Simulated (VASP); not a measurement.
Set up this calculation in VASP 6.6.1, as the native input.

| Item | Value |
| --- | --- |
| Task | single point |
| Functional | LDA |
| Potentials or basis | VASP PAW LDA potentials, release 64 (Zr_sv, B) |
| Cutoff | 520 eV |
| k mesh | 18 × 18 × 18 |
| Occupations | gaussian, width 0.15 eV |
| Spin | no spin polarisation |
| Dipole correction | no |
| Further INCAR settings | ALGO = Normal; EDIFF = 1e-06; NBANDS = 14 |

The structure of ZrB lies in POSCAR:

```
ZrB
1.0
    0.0000000000      2.3021663121      2.4460517066
    2.3021663121      0.0000000000      2.4460517066
    2.3021663121      2.3021663121      0.0000000000
Zr B
1 1
Direct
    0.0000000000      0.0000000000      0.0000000000
    0.5000000000      0.5000000000      0.5000000000
```

This cell differs from its parent crystal: volume 12.964 Å^3 an atom, c/a of the conventional cell 1.0625.

The input as run:

INCAR

```
ALGO = Normal
EDIFF = 1E-6
ENCUT = 520
GGA = CA
ISIF = 2
ISMEAR = 0
LASPH = T
LCHARG = F
LREAL = F
LWAVE = F
NBANDS = 14
NELM = 80
PREC = Accurate
SIGMA = 0.15
```

KPOINTS

```
k-points
0
Gamma
  18 18 18
```

Potentials or basis: VASP PAW LDA potentials, release 64 (Zr_sv, B).

Launch:

```console
$ cat potpaw_LDA.64/Zr_sv/POTCAR potpaw_LDA.64/B/POTCAR > POTCAR
$ mpirun -np 1 vasp_std > vasp.out
```

Results of the run:

```yaml
Pressure: 18.9 GPa
```

It took 2.7 min on 1 thread of AMD EPYC 7R43 64-Core Processor (Zen 3), on a shared host, peak memory 0.25 GiB.
